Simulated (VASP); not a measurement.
Runs of VASP 6.6.1 on Te. The structure is that of space group Fd-3m (No. 227), or close to it. The cells are those of the table. 

```csv
task,cell,k mesh,cutoff (eV),gap on the mesh (eV),pressure (GPa)
single point,"a = 5.350 Å, angles 60.0°, 2 atoms",8 × 8 × 8,520,none,-1.3
relaxation of cell and atoms,"relaxed from a = 4.793 Å, angles 60.0°, 2 atoms",8 × 8 × 8,600,none,0.0
single point,"a = 5.144 Å, angles 60.0°, 2 atoms",8 × 8 × 8,520,none,1.1
single point,"a = 4.997 Å, angles 60.0°, 2 atoms",8 × 8 × 8,520,none,3.9
single point,"a = 5.283 Å, angles 60.0°, 2 atoms",8 × 8 × 8,520,none,(a)
single point,"a = 5.415 Å, angles 60.0°, 2 atoms",8 × 8 × 8,520,none,-1.8
single point,"a = 5.215 Å, angles 60.0°, 2 atoms",8 × 8 × 8,520,none,0.1
single point,"a = 5.072 Å, angles 60.0°, 2 atoms",8 × 8 × 8,520,none,(b)
single point,"a = 5.215 Å, angles 60.0°, 2 atoms",12 × 12 × 12,520,none,0.1
```

Alike in all rows: level BLYP; potentials or basis VASP PAW PBE potentials, release 64 (Te); no spin polarisation; smearing fermi-dirac 0.1 eV.

Estimate the missing entries.

(a) -0.7; (b) 2.4.

Caveats: the PAW data sets were made with another functional, which shifts forces and pressure a little; spin-orbit coupling is left out, which moves the levels of the heavy elements.

A k mesh can miss the band edges, and the runs leave out spin-orbit coupling on Te.

A gap of «none» marks levels without a gap at the run's occupations.
